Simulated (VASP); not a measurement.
Write the native input for VASP 6.6.1 that does the following.

```
Task                   : single point
Functional             : PBE
Potentials or basis    : VASP PAW PBE potentials, release 64 (Cd)
Cutoff                 : 520 eV
k mesh                 : 14 × 14 × 14
Occupations            : methfessel-paxton, width 0.1 eV
Spin                   : non-collinear spin, zero start, spin-orbit coupling
Starting moments       : [[0.0, 0.0, 0.0]] μB
Dipole correction      : no
Further INCAR settings : ALGO = Normal; EDIFF = 1e-07; NBANDS = 23
```

The structure of Cd lies in POSCAR:

```
Cd
1.0
    0.0000000000      2.2181497500      2.2181497500
    2.2181497500      0.0000000000      2.2181497500
    2.2181497500      2.2181497500      0.0000000000
Cd
1
Direct
    0.0000000000      0.0000000000      0.0000000000
```

This isn't the form of Cd at room conditions, which is hcp.

These files were run (other wordings do the same):

INCAR

```
ALGO = Normal
EDIFF = 1E-7
ENCUT = 520
GGA = PE
GGA_COMPAT = False
ISIF = 2
ISMEAR = 1
LASPH = True
LCHARG = False
LORBIT = 11
LORBMOM = True
LREAL = False
LSORBIT = True
LWAVE = False
MAGMOM = 0 0 0
NBANDS = 23
NELM = 150
PREC = Accurate
SIGMA = 0.1
```

KPOINTS

```
k-points
0
Gamma
  14 14 14
```

Potentials or basis: VASP PAW PBE potentials, release 64 (Cd).

The run is started by

```sh
$ cat potpaw_PBE.64/Cd/POTCAR > POTCAR
$ mpirun -np 1 vasp_ncl > vasp.out
```

Results of the run:

The pressure is 2.3 GPa, the net moment is 0.00 μB per cell and the valence electrons inside the program's atomic spheres are Cd 10.31.

Run time: 30 s on 1 thread of Intel(R) Xeon(R) 6975P-C (Granite Rapids), on a shared host, peak memory 0.23 GiB.
